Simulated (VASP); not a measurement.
A run of VASP 6.6.1 is set up as follows.

INCAR

```
PREC     = Accurate       # precision mode
ENCUT    = 520            # plane-wave cutoff, eV
EDIFF    = 1E-7           # SCF threshold, eV
ISMEAR   = 0              # smearing method
SIGMA    = 0.15           # smearing width, eV
LREAL    = False          # projectors in reciprocal space
LASPH    = True           # aspherical terms in the spheres
NELM     = 100            # most SCF steps
ALGO     = Fast           # electronic algorithm
ISIF     = 2              # what is computed and relaxed
LWAVE    = False          # write WAVECAR
LCHARG   = False          # write CHGCAR
GGA      = PS             # functional
NBANDS   = 14             # bands
```

The input KPOINTS:

```
Automatic mesh
0
Gamma
  16 16 16
```

The input POSCAR:

```
AlNi
1.0
    2.0211996418     -2.0211459310      0.0000000000
    2.0211996418      2.0211459310      0.0000000000
    0.0000000000      0.0000000000      2.8688666946
Al Ni
1 1
Direct
    0.0000000000      0.0000000000     -0.0331141214
    0.5000000000      0.5000000000      0.5152226646
```

Potentials or basis: VASP PAW PBE potentials, release 64 (Al, Ni).

The run is started by

```bash
$ cat potpaw_PBE.64/Al/POTCAR potpaw_PBE.64/Ni/POTCAR > POTCAR
$ mpirun -np 1 vasp_std > vasp.out
```

Problem. Predict the pressure.

Solution. 1.5 GPa.

Problem. What does it give for the largest force?

Solution. 0.869 eV/Å.

Problem. Predict the band gap on the k mesh.

Solution. Zero (an odd number of electrons rules out a gap without spin polarisation).

Forces on the atoms (eV/Å):
```
Al   0.000  0.000  0.869
Ni   0.000  0.000 -0.869
```

Caveat: the cell differs from its parent crystal (atoms displaced along a vibrational mode); the PAW data sets were made with another functional, which shifts forces and pressure a little. Spin polarisation is off, so any magnetic state and its effect on volume and gap are missing.
